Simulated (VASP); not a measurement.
GdN, 2 atoms in the cell. The structure is cubic, space group Fm-3m (No. 225). The conventional cell has a = 4.985 Å, b = 4.985 Å, c = 4.985 Å, α = 90.00°, β = 90.00°, γ = 90.00°. Gd (site symmetry m-3m) has 6 N at 2.49 Å within 3.3 Å. N (site symmetry m-3m) has 6 Gd at 2.49 Å within 3.3 Å. 

| Quantity | Value |
| --- | --- |
| Program | VASP 6.6.1 |
| Task | single point |
| Functional | PBE |
| Potentials or basis | VASP PAW PBE potentials, release 64 (Gd, N) |
| Cutoff | 520 eV |
| k mesh | 12 × 12 × 12 |
| Occupations | gaussian, width 0.05 eV |
| Spin | collinear spin, ferromagnetic start |
| Starting moments | [7.55, 0.0] μB |
| Dipole correction | no |
| Further INCAR settings | ALGO = Normal; EDIFF = 1e-07; NBANDS = 22 |

Potentials or basis: VASP PAW PBE potentials, release 64 (Gd, N).

Run with:

```bash
$ cat potpaw_PBE.64/Gd/POTCAR potpaw_PBE.64/N/POTCAR > POTCAR
$ mpirun -np 1 vasp_std > vasp.out
```

Hardware: 1 thread of Intel Xeon 8259CL, with other jobs on the host.

Q: Estimate the wall time of this run.

A: Wall time 11 min on 1 thread of Intel Xeon 8259CL, with other jobs on the host, peak memory 0.25 GiB. Counts: scf iterations 44, k points 72.
